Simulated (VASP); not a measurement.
Here is a VASP 6.6.1 calculation.

The input INCAR:

```
ALGO     = Normal         # electronic algorithm
EDIFF    = 1E-6           # SCF threshold, eV
ENCUT    = 520            # plane-wave cutoff, eV
GGA      = PS             # functional
ISIF     = 2              # what is computed and relaxed
ISMEAR   = -1             # smearing method
ISPIN    = 2              # spin polarisation
LASPH    = T              # aspherical terms in the spheres
LCHARG   = F              # write CHGCAR
LMAXMIX  = 4              # l up to which the mixer works
LORBIT   = 11             # projections on sites
LREAL    = F              # projectors in reciprocal space
LWAVE    = F              # write WAVECAR
MAGMOM   = 1 1 1 0        # initial moments
NBANDS   = 29             # bands
NELM     = 150            # most SCF steps
PREC     = Accurate       # precision mode
SIGMA    = 0.05           # smearing width, eV
```

Contents of KPOINTS:

```
k-points
0
Gamma
  8 8 8
```

File POSCAR:

```
SiNi3
1.0
    3.4381618182      0.0000000000      0.0000000000
    0.0000000000      3.4381618182      0.0000000000
    0.0000000000      0.0000000000      3.4381618182
Ni Si
3 1
Direct
    0.5000000000      0.5000000000      0.0000000000
    0.5000000000      0.0000000000      0.5000000000
    0.0000000000      0.5000000000      0.5000000000
    0.0000000000      0.0000000000      0.0000000000
```

Potentials or basis: VASP PAW PBE potentials, release 64 (Ni, Si).

Run with:

```bash
$ cat potpaw_PBE.64/Ni/POTCAR potpaw_PBE.64/Si/POTCAR > POTCAR
$ mpirun -np 1 vasp_std > vasp.out
```

What does it give for the band gap on the k mesh?

Zero (filled and empty bands overlap).

Estimate the net moment.

0.00 μB per cell.
